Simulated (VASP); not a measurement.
The system is PtS2.

```xyz
3
Lattice="3.3262 0.0000 0.0000 -1.6631 2.8806 0.0000 0.0000 0.0000 6.4966" Properties=species:S:1:pos:R:3 pbc="T T T"
Pt    0.0000    0.0000    0.0000
S     0.0000    1.9204    1.2276
S     1.6631    0.9602    5.2691
```

* Program: VASP 6.6.1
* Task: relaxation of the atoms
* Functional: PBE
* Potentials or basis: VASP PAW PBE potentials, release 64 (Pt, S)
* Cutoff: 520 eV
* k mesh: 9 × 9 × 4
* Occupations: gaussian, width 0.05 eV
* Spin: no spin polarisation

At the start: pressure 23.7 GPa; volume 20.75 Å³/atom.

Task: Where does the relaxation end?

Result: Over 3 steps the energy falls by 111.9 meV/atom at a fixed cell; space group P-3m1 (No. 164, to 0.1 Å) before and after.

The path:
```csv
step,energy change (eV),largest force (eV/Å),pressure (GPa)
1,0.0000,2.4062,23.68
2,-0.3224,0.4430,11.98
3,-0.3357,0.0006,9.33
```

Final structure:
```cif
data_structure
_symmetry_space_group_name_H-M 'P 1'
_symmetry_Int_Tables_number 1
_cell_length_a 3.3262
_cell_length_b 3.3262
_cell_length_c 6.4966
_cell_angle_alpha 90.000
_cell_angle_beta 90.000
_cell_angle_gamma 120.000
_cell_volume 62.25
loop_
_atom_site_label
_atom_site_type_symbol
_atom_site_fract_x
_atom_site_fract_y
_atom_site_fract_z
_atom_site_occupancy
Pt1 Pt 0.00000 0.00000 0.00000 1
S1 S 0.33333 0.66667 0.21150 1
S2 S 0.66667 0.33333 0.78850 1
```

Caveat: this functional lacks dispersion, which binds layers or chains, so the pressure and a relaxed spacing across them are unreliable.
